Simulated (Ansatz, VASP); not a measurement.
**Ru4C in VASP and in Ansatz**

```xyz
5
Lattice="2.6741 0.0000 0.0000 -1.3370 2.3158 0.0000 0.0000 0.0000 23.2622" Properties=species:S:1:pos:R:3 pbc="T T T"
Ru    1.3370    0.7719    4.0000
Ru    0.0000    1.5439    6.1134
Ru    1.3370    0.7719    8.2181
Ru    0.0000    1.5439   10.2622
C     0.0000    1.5439   13.5322
```

Alike in both runs: task single point; functional LDA; k mesh 12 × 12 × 1; occupations gaussian, width 0.1 eV; collinear spin.

|  | VASP | Ansatz |
| --- | --- | --- |
| version | VASP 6.6.1 | Ansatz 0.2.0 |
| potentials or method | VASP PAW LDA potentials, release 64 (Ru_pv, C), cutoff 520 eV | scalar-relativistic, plane waves, PAW |
| valence electrons in the cell | 60 | 68 |

|  | VASP | Ansatz | Ansatz less VASP |
| --- | --- | --- | --- |
| gap on the k mesh at the Fermi level (eV) | none | none | - |
| rms of the force components (eV/Å) | 0.370 | 0.367 | -0.0032 |
| net moment per atom (μB) | 0.03 | 0.04 | +0.005 |
| size of the moment on the site where the two differ most (μB) | 0.08 | 0.15 | +0.066 |

Ansatz warns that its potentials were made for another functional, while VASP's fit it. LDA's correlation is that of Perdew and Zunger in VASP and of Perdew and Wang (1992) in Ansatz. Site moments also hang on the region over which each program counts them. Atom by atom the forces differ by 0.020 eV/Å (rms over components). A gap of «none» marks a metal or a gap that the smearing closes. VASP's potentials hold 60 valence electrons a cell and Ansatz's 68, so a difference there can come from the potentials and not from the codes.
